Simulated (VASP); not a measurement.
Set up this calculation in VASP 6.6.1, as the native input.

```yaml
Task: single point
Functional: r2SCAN
Potentials_or_basis: VASP PAW PBE potentials, release 64 (Ta_pv, N)
Cutoff: 520 eV
k_mesh: 10 × 10 × 6
Occupations: fermi-dirac, width 0.05 eV
Spin: no spin polarisation
Dipole_correction: no
Further_INCAR_settings: ALGO = Normal; EDIFF = 1e-06; NBANDS = 20
```

Crystal: Ta2N.

```
Ta N
1.0
     3.07088    0.00000    0.00000
    -1.53544    2.65946    0.00000
     0.00000    0.00000    4.90364
Ta N
2 1
Direct
  0.33333 0.66667 0.25729
  0.66667 0.33333 0.74271
  0.00000 0.00000 0.00000
```

These files were run (other wordings do the same):

POSCAR

```
Ta2N
1.0
    3.0708767897      0.0000000000      0.0000000000
   -1.5354383949      2.6594573118      0.0000000000
    0.0000000000      0.0000000000      4.9036442980
Ta N
2 1
Direct
    0.3333333333      0.6666666667      0.2572897617
    0.6666666667      0.3333333333      0.7427102383
    0.0000000000      0.0000000000      0.0000000000
```

INCAR.step1

```
SYSTEM = Ta2N
PREC = Accurate
ENCUT = 520
ISMEAR = -1
SIGMA = 0.05
LREAL = .FALSE.
LASPH = .TRUE.
NELM = 100
NBANDS = 20
GGA = PE
ALGO = Normal
EDIFF = 1E-4
LWAVE = .TRUE.
LCHARG = .FALSE.
```

INCAR.step2

```
SYSTEM = Ta2N
PREC = Accurate
ENCUT = 520
EDIFF = 1E-6
ISMEAR = -1
SIGMA = 0.05
LREAL = .FALSE.
LASPH = .TRUE.
NELM = 100
ALGO = Normal
ISIF = 2
LWAVE = .FALSE.
LCHARG = .FALSE.
METAGGA = R2SCAN
LMIXTAU = .TRUE.
NBANDS = 20
ISTART = 1
```

KPOINTS

```
Automatic mesh
0
G
  10 10 6
  0 0 0
```

Potentials or basis: VASP PAW PBE potentials, release 64 (Ta_pv, N).

Launch:

```bash
$ cat potpaw_PBE.64/Ta_pv/POTCAR potpaw_PBE.64/N/POTCAR > POTCAR
$ cp INCAR.step1 INCAR
$ mpirun -np 1 vasp_std > vasp.out
$ cp INCAR.step2 INCAR
$ mpirun -np 1 vasp_std > vasp.out
```

It gave:

```
Pressure               : 1.1 GPa
Largest force          : 0.077 eV/Å
Band gap on the k mesh : zero (an odd number of electrons rules out a gap without spin polarisation)
```

Caveat: the PAW data sets were made with another functional, which shifts forces and pressure a little; spin-orbit coupling is left out, which moves the levels of the heavy elements.

Wall time 2.3 min on 1 thread of Intel Xeon 8259CL, on a shared host, peak memory 0.2 GiB.
